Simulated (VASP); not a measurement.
# MoS2 (P6_3/mmc) in VASP: further runs

MoS2 is run at these levels: PBEsol; tasks: single point.

Everything below comes from runs of VASP 6.6.1. Logs are shortened: lines on timing, memory, paths and dates and some standing lists are left out, and cuts for length are marked.

## (1) The cell of the first run

It takes space group P6_3/mmc (No. 194, hexagonal). The conventional cell has a = 3.141 Å, b = 3.141 Å, c = 12.571 Å, α = 90.00°, β = 90.00°, γ = 120.00°. Within 3.2 Å of Mo (site symmetry -6m2) lie 6 S at 2.39 Å and 6 Mo at 3.14 Å. Within 3.2 Å of S (site symmetry 3m) lie 3 Mo at 2.39 Å and 7 S at 3.12 to 3.14 Å.

## (2) Single point, PBEsol

Input file INCAR:

```
  ALGO = Normal
  EDIFF = 1E-6
  ENCUT = 520
  GGA = PS
  ISIF = 2
  ISMEAR = -1
  LASPH = True
  LCHARG = False
  LREAL = False
  LWAVE = False
  NBANDS = 35
  NELM = 60
  PREC = Accurate
  SIGMA = 0.1
```

Input file KPOINTS:

```
k-points
0
Gamma
  12 12 4
```

Input file POSCAR:

```
MoS2
1.0
    3.1414593351      0.0000000000      0.0000000000
   -1.5707296676      2.7205835892      0.0000000000
    0.0000000000      0.0000000000     12.5714906949
Mo S
2 4
Direct
    0.3333333333      0.6666666667      0.2500000000
    0.6666666667      0.3333333333      0.7500000000
    0.3333333333      0.6666666667      0.6259912579
    0.6666666667      0.3333333333      0.1259912579
    0.3333333333      0.6666666667      0.8740087421
    0.6666666667      0.3333333333      0.3740087421
```

Potentials or basis: VASP PAW PBE potentials, release 64 (Mo_sv, S).

Started as:

```bash
> cat potpaw_PBE.64/Mo_sv/POTCAR potpaw_PBE.64/S/POTCAR > POTCAR
> mpirun -np 1 vasp_std > vasp.out
```

OUTCAR:

```text
EDIFF = 1E-6
   ENCUT = 520
   GGA = PS
   ISIF = 2
   ISMEAR = -1
   LASPH = True
   LREAL = False
   NELM = 60
   PREC = Accurate

 ion  position               nearest neighbor table
   1  0.333  0.667  0.250-   4 2.39   6 2.39   4 2.39   6 2.39   4 2.39   6 2.39
   2  0.667  0.333  0.750-   3 2.39   5 2.39   3 2.39   5 2.39   3 2.39   5 2.39
   3  0.333  0.667  0.626-   2 2.39   2 2.39   2 2.39
   4  0.667  0.333  0.126-   1 2.39   1 2.39   1 2.39
   5  0.333  0.667  0.874-   2 2.39   2 2.39   2 2.39
   6  0.667  0.333  0.374-   1 2.39   1 2.39   1 2.39

  LATTYP: Found a hexagonal cell.
 ALAT       =     3.1414593351
 C/A-ratio  =     4.0017995950

  Lattice vectors:

 A1 = (   3.1414593351,   0.0000000000,   0.0000000000)
 A2 = (  -1.5707296676,   2.7205835892,   0.0000000000)
 A3 = (   0.0000000000,   0.0000000000,  12.5714906949)

Analysis of symmetry for initial positions (statically):
=====================================================================
 Subroutine PRICEL returns:
 Original cell was already a primitive cell.

 Routine SETGRP: Setting up the symmetry group for a
 hexagonal supercell.

 Subroutine GETGRP returns: Found 24 space group operations
 (whereof 12 operations were pure point group operations)
 out of a pool of 24 trial point group operations.

The static configuration has the point symmetry D_3d.
 The point group associated with its full space group is D_6h.

Analysis of symmetry for dynamics (positions and initial velocities):
=====================================================================
 Subroutine PRICEL returns:
 Original cell was already a primitive cell.

 Routine SETGRP: Setting up the symmetry group for a
 hexagonal supercell.

 Subroutine GETGRP returns: Found 24 space group operations
 (whereof 12 operations were pure point group operations)
 out of a pool of 24 trial point group operations.

The dynamic configuration has the point symmetry D_3d.
 The point group associated with its full space group is D_6h.

 Subroutine INISYM returns: Found 24 space group operations
 (whereof 12 operations are pure point group operations),
 and found     1 'primitive' translations

----------------------------------------------------------------------------------------

                                     Primitive cell

  volume of cell :     107.4435

  direct lattice vectors                    reciprocal lattice vectors
     3.141459335  0.000000000  0.000000000     0.318323395  0.183784098  0.000000000
    -1.570729668  2.720583589  0.000000000     0.000000000  0.367568195  0.000000000
     0.000000000  0.000000000 12.571490695     0.000000000  0.000000000  0.079545061

  length of vectors
     3.141459335  3.141459335 12.571490695     0.367568195  0.367568195  0.079545061

  position of ions in fractional coordinates (direct lattice)
     0.333333333  0.666666667  0.250000000
     0.666666667  0.333333333  0.750000000
     0.333333333  0.666666667  0.625991258
     0.666666667  0.333333333  0.125991258
     0.333333333  0.666666667  0.874008742
     0.666666667  0.333333333  0.374008742

  ion indices of the primitive-cell ions
   primitive index   ion index
                 1           1
                 2           2
                 3           3
                 4           4
                 5           5
                 6           6

----------------------------------------------------------------------------------------

 KPOINTS: k-points

Automatic generation of k-mesh.
 Grid dimensions read from file:
 generate k-points for:   12   12    4

 Generating k-lattice:

  Cartesian coordinates                     Fractional coordinates (reciprocal lattice)
     0.026526950  0.015315341  0.000000000     0.083333333 -0.000000000  0.000000000
     0.000000000  0.030630683  0.000000000     0.000000000  0.083333333  0.000000000
     0.000000000  0.000000000  0.019886265     0.000000000  0.000000000  0.250000000

  Length of vectors
     0.030630683  0.030630683  0.019886265

  Shift w.r.t. Gamma in fractional coordinates (k-lattice)
     0.000000000  0.000000000  0.000000000

 Subroutine IBZKPT returns following result:
 ===========================================

 Found     57 irreducible k-points:

 Following reciprocal coordinates:
            Coordinates               Weight
  0.000000  0.000000  0.000000      1.000000
  0.083333  0.000000  0.000000      6.000000
  0.166667  0.000000  0.000000      6.000000
  0.250000  0.000000  0.000000      6.000000
  0.333333  0.000000  0.000000      6.000000
  0.416667 -0.000000  0.000000      6.000000
[... 16 lines left out ...]
  0.250000  0.000000  0.250000     12.000000
  0.333333  0.000000  0.250000     12.000000
 [... further k-points ...]
   k-points           NKPTS =     57   k-points in BZ     NKDIM =     57   number of bands    NBANDS=     35
   number of dos      NEDOS =    301   number of ions     NIONS =      6
   total plane-waves  NPLWV =  55296
   dimension x,y,z NGX =    24 NGY =   24 NGZ =   96
   dimension x,y,z NGXF=    48 NGYF=   48 NGZF=  192
   ions per type =               2   4
   NGX,Y,Z   is equivalent  to a cutoff of  12.70, 12.70, 12.70 a.u.
   NGXF,Y,Z  is equivalent  to a cutoff of  25.40, 25.40, 25.39 a.u.
 SYSTEM =  unknown system
   PREC   = accura    normal or accurate (medium, high low for compatibility)
   ISTART =      0    job   : 0-new  1-cont  2-samecut
   ICHARG =      2    charge: 1-file 2-atom 10-const
   ISPIN  =      1    spin polarized calculation?
   LNONCOLLINEAR =      F non collinear calculations
   LSORBIT =      F    spin-orbit coupling
   LASPH  =      T    aspherical Exc in radial PAW
   ENCUT  =  520.0 eV  38.22 Ry    6.18 a.u.   5.84  5.84 23.37*2*pi/ulx,y,z
   NELM   =     60;   NELMIN=  2; NELMDL= -5     # of ELM steps
   EDIFF  = 0.1E-05   stopping-criterion for ELM
   LREAL  =      F    real-space projection
   EDIFFG = 0.1E-04   stopping-criterion for IOM
   NSW    =      0    number of steps for IOM
   IBRION =     -1    ionic relax: 0-MD 1-quasi-New 2-CG
   NFREE  =      0    steps in history (QN), initial steepest desc. (CG)
   ISIF   =      2    stress and relaxation
   ISYM   =      2    0-nonsym 1-usesym 2-fastsym
   POTIM  = 0.5000    time-step for ionic-motion
   TEBEG  =    0.0;   TEEND  =   0.0 temperature during run
   PSTRESS=    0.0 pullay stress
   NELECT =      52.0000    total number of electrons
   NUPDOWN=      -1.0000    fix difference up-down
   EMIN   =  10.00;   EMAX   =-10.00  energy-range for DOS
   EFERMI =   0.00;   METHOD = LEGACY
   ISMEAR =    -1;   SIGMA  =   0.10  broadening in eV -4-tet -1-fermi 0-gaus
   EFERMI_NEDOS =   21; number of points for ismear=-14 and -15
   IALGO  =     38    algorithm
   IMIX   =      4    mixing-type and parameters
     AMIX     =   0.40;   BMIX     =  1.00
     AMIX_MAG =   1.60;   BMIX_MAG =  1.00
  volume/ion in A,a.u.               =      17.91       120.84
  Fermi-wavevector in a.u.,A,eV,Ry     =   1.285334  2.428928 22.477945  1.652082
  Thomas-Fermi vector in A             =   2.417474
   LORBIT       =      0    0 simple, 1 ext, 2 COOP (PROOUT), +10 PAW based schemes
   GGA     = PS    functional components
   LHFCALC =     F    Hartree Fock is set to
   AEXX    =    0.0000 exact exchange contribution
   IVDW    =     0    specifies the selected vdW correction
   LEPSILON=     F    determine dielectric tensor
   LRPA    =     F    only Hartree local field effects (RPA)
 non-spin polarized calculation
  energy-cutoff  :      520.00
  volume of cell :      107.44
 maximum number of plane-waves:      2922
 NGX is ok and might be reduce to    24
   NGX = 11   NGY = 11   NGZ = 47

 number of electron      52.0000003 magnetization

 Free energy of the ion-electron system (eV)
  ---------------------------------------------------
  ext. energy  EPLUGINS =         0.00000000
  ---------------------------------------------------
  free energy    TOTEN  =       -46.90580646 eV

  energy without entropy =      -46.90538080  energy(sigma->0) =      -46.90559363

 E-fermi :   7.6812     XC(G=0): -10.9287

 val. band max:        7.2698865743   @ k =   0.0000   0.0000   0.0000
 cond. band min:       8.2615966475   @ k =   0.1667   0.1667   0.0000
 fundamental gap:      0.9917100732
 Fermi energy:         7.6812199161

 k-point     1 :       0.0000    0.0000    0.0000
  band No.  band energies     occupation
      1     -54.0156      2.00000
      2     -54.0156      2.00000
      3     -28.2271      2.00000
      4     -28.2270      2.00000
      5     -27.9645      2.00000
      6     -27.9645      2.00000
[... 27 lines left out ...]
     34       9.9040      0.00000
     35      12.9599      0.00000

 k-point     2 :       0.0833    0.0000    0.0000
  band No.  band energies     occupation
      1     -54.0126      2.00000
      2     -54.0126      2.00000
      3     -28.2212      2.00000
      4     -28.2212      2.00000
      5     -27.9943      2.00000
      6     -27.9943      2.00000
[... 27 lines left out ...]
     34       9.7884      0.00000
     35      13.4841      0.00000

 k-point     3 :       0.1667    0.0000    0.0000
  band No.  band energies     occupation
      1     -54.0044      2.00000
      2     -54.0043      2.00000
      3     -28.2051      2.00000
      4     -28.2051      2.00000
      5     -28.0750      2.00000
      6     -28.0750      2.00000
[... 27 lines left out ...]
     34      10.2427      0.00000
     35      14.4611      0.00000

 k-point     4 :       0.2500    0.0000    0.0000
  band No.  band energies     occupation
      1     -53.9930      2.00000
      2     -53.9930      2.00000
      3     -28.1837      2.00000
      4     -28.1837      2.00000
      5     -28.1831      2.00000
      6     -28.1830      2.00000
[... 27 lines left out ...]
     34      10.7194      0.00000
     35      14.7458      0.00000

 k-point     5 :       0.3333    0.0000    0.0000
  band No.  band energies     occupation
      1     -53.9817      2.00000
      2     -53.9817      2.00000
      3     -28.2906      2.00000
      4     -28.2906      2.00000
      5     -28.1609      2.00000
      6     -28.1609      2.00000
[... 638 lines left out ...]
 k-point    22 :       0.1667    0.0000    0.2500
  band No.  band energies     occupation
      1     -54.0044      2.00000
      2     -54.0044      2.00000
      3     -28.2051      2.00000
      4     -28.2051      2.00000
      5     -28.0750      2.00000
      6     -28.0750      2.00000
[... 27 lines left out ...]
     34      10.2297      0.00000
     35      14.5016      0.00000

 k-point    23 :       0.2500    0.0000    0.2500
  band No.  band energies     occupation
      1     -53.9930      2.00000
      2     -53.9930      2.00000
      3     -28.1837      2.00000
      4     -28.1837      2.00000
      5     -28.1831      2.00000
      6     -28.1830      2.00000
[... 27 lines left out ...]
     34      10.6941      0.00000
     35      14.7088      0.00000

 k-point    24 :       0.3333    0.0000    0.2500
  band No.  band energies     occupation
      1     -53.9817      2.00000
      2     -53.9817      2.00000
      3     -28.2906      2.00000
      4     -28.2906      2.00000
      5     -28.1609      2.00000
      6     -28.1609      2.00000
[... 27 lines left out ...]
     34      11.0320      0.00000
     35      14.0433      0.00000

 [... further k-points ...]
[... 5 lines left out ...]
  --------------------------------------------------------------------------------------
  -------------------------------------------------------------------------------------
  Total       -0.0069215     -0.0069215     -0.0193716      0.0000000     -0.0000000      0.0000000
  in kB       -0.1032113     -0.1032113     -0.2888651      0.0000000     -0.0000000      0.0000000
  external PRESSURE =      -0.1650959 kB  Pullay stress =       0.0000000 kB

 VOLUME and BASIS-vectors are now :
 -----------------------------------------------------------------------------
  energy-cutoff  :      520.00
  volume of cell :      107.44
      direct lattice vectors                 reciprocal lattice vectors
     3.141459335  0.000000000  0.000000000     0.318323395  0.183784098  0.000000000
    -1.570729668  2.720583589  0.000000000     0.000000000  0.367568195  0.000000000
     0.000000000  0.000000000 12.571490695     0.000000000  0.000000000  0.079545061

 POSITION                                       TOTAL-FORCE (eV/Angst)
 -----------------------------------------------------------------------------------
     -0.00000      1.81372      3.14287        -0.000000      0.000000      0.000000
      1.57073      0.90686      9.42862         0.000000     -0.000000      0.000000
     -0.00000      1.81372      7.86964        -0.000000      0.000000     -0.001801
      1.57073      0.90686      1.58390         0.000000     -0.000000     -0.001801
     -0.00000      1.81372     10.98759         0.000000      0.000000      0.001801
      1.57073      0.90686      4.70185        -0.000000     -0.000000      0.001801
 -----------------------------------------------------------------------------------
    total drift:                               -0.000000      0.000000     -0.000000

  FREE ENERGIE OF THE ION-ELECTRON SYSTEM (eV)
  ---------------------------------------------------
  free  energy   TOTEN  =       -46.9058064567 eV

  energy  without entropy=      -46.9053807954  energy(sigma->0) =      -46.90559363
```

It took 2.5 min on 1 thread of Intel Xeon Platinum 8375C at 2.90GHz (Ice Lake), shared host; peak memory 0.32 GiB.

Results:

```yaml
Free_energy: -46.9058 eV
Pressure: 0.0 GPa
Band_gap_on_the_k_mesh: 0.99 eV, indirect (least direct gap 1.74 eV)
```

Caveat: the PAW data sets were made with another functional, which shifts forces and pressure a little; this functional lacks dispersion, which binds the layers, so the pressure and a relaxed spacing across them are unreliable. As with any semilocal functional, this PBEsol gap is likely too small.

## (3) Single point, PBEsol (in-plane strain -0.02, then relaxed in part)

Input file INCAR:

```
SYSTEM = MoS2
PREC = Accurate
ENCUT = 520
EDIFF = 1E-7
ISMEAR = 0
SIGMA = 0.01
LREAL = .FALSE.
LASPH = .TRUE.
NELM = 100
ALGO = Normal
ISIF = 2
LWAVE = .FALSE.
LCHARG = .TRUE.
GGA = PS
LELF = .TRUE.
LVHAR = .TRUE.
NBANDS = 35
```

Input file KPOINTS:

```
Automatic mesh
0
G
  6 6 2
  0 0 0
```

Input file POSCAR:

```
MoS2
1.0
    3.0786301484      0.0000000000      0.0000000000
   -1.5393150742      2.6661719174      0.0000000000
    0.0000000000      0.0000000000     12.6862902530
Mo S
2 4
Direct
    0.3333333333      0.6666666667      0.2500000000
    0.6666666667      0.3333333333      0.7500000000
    0.3333333333      0.6666666667      0.6253252986
    0.6666666667      0.3333333333      0.1253252986
    0.3333333333      0.6666666667      0.8746747014
    0.6666666667      0.3333333333      0.3746747014
```

Potentials or basis: VASP PAW PBE potentials, release 64 (Mo_sv, S).

Started as:

```bash
> cat potpaw_PBE.64/Mo_sv/POTCAR potpaw_PBE.64/S/POTCAR > POTCAR
> mpirun -np 1 vasp_std > vasp.out
```

Wall time 25 s (1 thread of Intel Xeon 6975P-C (Granite Rapids), shared host); peak memory 0.23 GiB.

Results (log left out):

| Item | Value |
| --- | --- |
| Free energy | -46.8262 eV |
| Pressure | 3.9 GPa |
| Band gap on the k mesh | 1.09 eV, indirect (least direct gap 1.99 eV) |

Stress tensor (GPa, compression positive):
```
 5.93  0.00  0.00
 0.00  5.93  0.00
 0.00  0.00 -0.07
```

Levels at points of the mesh, in eV from the valence-band top:
| k point | band 22 | band 23 | band 24 | band 25 | band 26 | band 27 | band 28 | band 29 | band 30 | band 31 |
| --- | --- | --- | --- | --- | --- | --- | --- | --- | --- | --- |
| (0.00, 0.00, 0.00) | -1.64 | -1.64 | -1.34 | -1.21 | 0.00 | 2.67 | 2.67 | 2.70 | 2.70 | 2.84 |
| (0.50, 0.00, 0.00) | -2.44 | -1.16 | -1.12 | -1.09 | -1.01 | 2.28 | 2.31 | 2.53 | 2.86 | 3.26 |
| (0.00, 0.00, 0.50) | -1.66 | -1.66 | -1.66 | -0.32 | -0.32 | 2.68 | 2.68 | 2.68 | 2.68 | 2.90 |
| (0.50, 0.00, 0.50) | -2.54 | -1.10 | -1.10 | -1.08 | -1.08 | 2.30 | 2.30 | 2.71 | 2.71 | 3.60 |

Caveat: the cell differs from its parent crystal (in-plane strain -0.02, then relaxed in part); the PAW data sets were made with another functional, which shifts forces and pressure a little; this functional lacks dispersion, which binds the layers, so the pressure and a relaxed spacing across them are unreliable. A k mesh can miss the band edges.

## (4) Single point, PBEsol (in-plane strain -0.02)

Input file INCAR:

```
ALGO     = Normal         # electronic algorithm
EDIFF    = 1E-6           # SCF threshold, eV
ENCUT    = 520            # plane-wave cutoff, eV
GGA      = PS             # functional
ISIF     = 2              # what is computed and relaxed
ISMEAR   = 0              # smearing method
LASPH    = T              # aspherical terms in the spheres
LCHARG   = T              # write CHGCAR
LELF     = T              # ELF
LREAL    = F              # projectors in reciprocal space
LVHAR    = T            
LWAVE    = F              # write WAVECAR
NBANDS   = 35             # bands
NELM     = 60             # most SCF steps
PREC     = Accurate       # precision mode
SIGMA    = 0.01           # smearing width, eV
```

Input file KPOINTS:

```
k-points
0
Gamma
  6 6 2
```

Input file POSCAR:

```
MoS2
1.0
    3.0786301484      0.0000000000      0.0000000000
   -1.5393150742      2.6661719174      0.0000000000
    0.0000000000      0.0000000000     12.7223485832
Mo S
2 4
Direct
    0.3333333333      0.6666666667      0.2500000000
    0.6666666667      0.3333333333      0.7500000000
    0.3333333333      0.6666666667      0.6259912579
    0.6666666667      0.3333333333      0.1259912579
    0.3333333333      0.6666666667      0.8740087421
    0.6666666667      0.3333333333      0.3740087421
```

Started as:

```bash
> cat potpaw_PBE.64/Mo_sv/POTCAR potpaw_PBE.64/S/POTCAR > POTCAR
> mpirun -np 1 vasp_std > vasp.out
```

It took 23 s on 1 thread of Intel Xeon 6975P-C (Granite Rapids), shared host; peak memory 0.23 GiB.

It converged, with:

* Free energy: -46.8256 eV
* Pressure: 4.3 GPa
* Largest force: 0.080 eV/Å
* Band gap on the k mesh: 1.11 eV, indirect (least direct gap 1.99 eV)

Forces in eV/Å, atoms in the order of the input:
```
Mo   0.000  0.000  0.000
Mo   0.000  0.000  0.000
S    0.000  0.000 -0.080
S    0.000  0.000 -0.080
S    0.000  0.000  0.080
S    0.000  0.000  0.080
```

Stress tensor (GPa, compression positive):
```
6.16 0.00 0.00
0.00 6.16 0.00
0.00 0.00 0.60
```

Levels at points of the mesh, in eV from the valence-band top:
```tsv
k point	band 23	band 24	band 25	band 26	band 27	band 28	band 29	band 30
(0.00, 0.00, 0.00)	-1.66	-1.36	-1.19	0.00	2.68	2.68	2.70	2.70
(0.50, 0.00, 0.00)	-1.16	-1.12	-1.09	-1.02	2.28	2.31	2.54	2.87
(0.00, 0.00, 0.50)	-1.68	-1.68	-0.32	-0.32	2.68	2.68	2.68	2.68
(0.50, 0.00, 0.50)	-1.10	-1.10	-1.09	-1.09	2.29	2.29	2.71	2.71
```

Caveat: the cell differs from its parent crystal (in-plane strain -0.02); the PAW data sets were made with another functional, which shifts forces and pressure a little; this functional lacks dispersion, which binds the layers, so the pressure and a relaxed spacing across them are unreliable. A k mesh can miss the band edges.

## (5) The runs side by side

| cell | k mesh | smearing | gap on the mesh (eV) | pressure (GPa) |
| --- | --- | --- | --- | --- |
| a = 3.141, b = 3.141, c = 12.571 Å, angles 90.0, 90.0, 120.0°, 6 atoms | 12 × 12 × 4 | fermi-dirac 0.1 eV | 0.99 | 0.0 |
| a = 3.079, b = 3.079, c = 12.686 Å, angles 90.0, 90.0, 120.0°, 6 atoms | 6 × 6 × 2 | gaussian 0.01 eV | 1.09 | 3.9 |
| a = 3.079, b = 3.079, c = 12.722 Å, angles 90.0, 90.0, 120.0°, 6 atoms | 6 × 6 × 2 | gaussian 0.01 eV | 1.11 | 4.3 |

Alike in all rows: task single point; level PBEsol; potentials or basis VASP PAW PBE potentials, release 64 (Mo_sv, S); no spin polarisation; cutoff (eV) 520.

Caveats: the PAW data sets were made with another functional, which shifts forces and pressure a little; this functional lacks dispersion, which binds the layers, so the pressure and a relaxed spacing across them are unreliable.

Absolute energies hang on the potentials; compare differences alone.
